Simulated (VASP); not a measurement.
Co, 2 atoms in the cell. It takes space group P6_3/mmc (No. 194, hexagonal). Conventional cell: a = 2.378 Å, b = 2.378 Å, c = 3.841 Å, α = 90.00°, β = 90.00°, γ = 120.00°. Co (site symmetry -6m2) has 12 Co at 2.36 to 2.38 Å within 3.1 Å. 

- Program: VASP 6.6.1
- Task: single point
- Functional: PBEsol
- Potentials or basis: VASP PAW PBE potentials, release 64 (Co)
- Cutoff: 520 eV
- k mesh: 12 × 12 × 7
- Occupations: fermi-dirac, width 0.05 eV
- Spin: collinear spin, ferromagnetic start
- Starting moments: [2.0, 2.0] μB
- Dipole correction: no
- Further INCAR settings: ALGO = Normal; EDIFF = 1e-07; NBANDS = 20

Potentials or basis: VASP PAW PBE potentials, release 64 (Co).

Command:

```bash
$ cat potpaw_PBE.64/Co/POTCAR > POTCAR
$ mpirun -np 1 vasp_std > vasp.out
```

Hardware: 1 thread of Intel Xeon 8259CL (shared host).

Estimate the wall time of this run.

Run time: 100 s on 1 thread of Intel Xeon 8259CL, on a shared host, peak memory 0.16 GiB. Counts: scf iterations 16, k points 76.
